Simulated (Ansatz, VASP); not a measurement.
## Two plane-wave programs on Au

```
Au
1.0
     4.72210    0.00000    0.00000
    -2.36105    4.08946    0.00000
     0.00000    0.00000    2.82216
Au
3
Cartesian
  2.3611 4.0895 0.0000
  0.0000 2.7263 1.4111
  2.3611 1.3632 1.4111
```

Alike in both runs: task single point; functional RPBE; k mesh 9 × 9 × 12; occupations fermi-dirac, width 0.1 eV; no spin polarisation.

|  | VASP | Ansatz |
| --- | --- | --- |
| version | VASP 6.6.1 | Ansatz 0.2.0 |
| potentials or method | VASP PAW PBE potentials, release 64 (Au), cutoff 520 eV | plane waves (420 eV) with PAW, scalar-relativistic |
| valence electrons in the cell | 33 | 57 |

|  | VASP | Ansatz | Ansatz less VASP |
| --- | --- | --- | --- |
| pressure (GPa) | 4.9 | 5.1 | +0.24 |
| traceless stress, the component that is largest in VASP (GPa) | -1.34 | -1.36 | -0.015 |

VASP's potentials were made for PBE, not for RPBE. VASP's potentials hold 33 valence electrons a cell and Ansatz's 57, so a difference there can come from the potentials and not from the codes.

Spin-orbit coupling is off throughout.
